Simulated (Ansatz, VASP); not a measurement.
Two plane-wave programs on Ga

```xyz
6
Lattice="-2.9755 2.9755 2.9755 2.9755 -2.9755 2.9755 2.9755 2.9755 -2.9755" Properties=species:S:1:pos:R:3 pbc="T T T"
Ga    2.2316    0.0000    1.4877
Ga    1.4877    2.2316    0.0000
Ga    0.7439    0.0000    4.4633
Ga    4.4632    0.7439    0.0000
Ga    0.0000    1.4878    2.2316
Ga    0.0000    4.4632    0.7439
```

Alike in both runs: task single point; functional r2SCAN; k mesh 8 × 8 × 8; occupations gaussian, width 0.05 eV; no spin polarisation.

|  | VASP | Ansatz |
| --- | --- | --- |
| version | VASP 6.6.1 | Ansatz 0.2.0 |
| potentials or method | VASP PAW PBE potentials, release 64 (Ga_d), cutoff 520 eV | scalar-relativistic, plane waves, PAW |
| valence electrons in the cell | 78 | 78 |

|  | VASP | Ansatz | Ansatz less VASP |
| --- | --- | --- | --- |
| gap on the k mesh at the Fermi level (eV) | none | none | - |
| pressure (GPa) | 1.2 | 1.1 | -0.07 |

VASP's potentials were made for PBE, not for r2SCAN. A gap of «none» marks a metal or a gap that the smearing closes. With one functional, cell and mesh, what is left measures potentials, basis and numerics.
